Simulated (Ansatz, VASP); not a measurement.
## Two plane-wave programs on TiO2

```
Ti O
1.0
    -2.00189    2.00189    4.44500
     2.00189   -2.00189    4.44500
     2.00189    2.00189   -4.44500
Ti O
2 4
Direct
  0.00000 0.00000 0.00000
  0.75000 0.25000 0.50000
  0.20012 0.20012 0.00000
  0.95012 0.45012 0.50000
  0.54988 0.04988 0.50000
  0.79988 0.79988 0.00000
```

Alike in both runs: task single point; functional PBE; k mesh 8 × 8 × 8; occupations gaussian, width 0.05 eV; no spin polarisation; Hubbard terms Ti d U = 4.0 eV.

|  | VASP | Ansatz |
| --- | --- | --- |
| version | VASP 6.6.1 | Ansatz 0.2.0 |
| potentials or method | VASP PAW PBE potentials, release 64 (Ti_sv, O), cutoff 520 eV | scalar-relativistic, plane waves, PAW |
| valence electrons in the cell | 48 | 48 |

Ansatz gave:

- gap on the k mesh at the Fermi level (eV): 2.98
- least direct gap on the mesh (eV): 3.13
- pressure (GPa): 16.1
- traceless stress, the component that is largest in VASP (GPa): 40.72
- rms of the force components (eV/Å): 1.856

What did VASP give for the same quantities?

gap on the k mesh at the Fermi level (eV): 2.89; least direct gap on the mesh (eV): 3.02; pressure (GPa): 20.3; traceless stress, the component that is largest in VASP (GPa): 44.24; rms of the force components (eV/Å): 2.074.

The programs project onto different local orbitals, so the same U acts differently, and such runs can settle in different states. Atom by atom the forces differ by 0.218 eV/Å (rms over components).
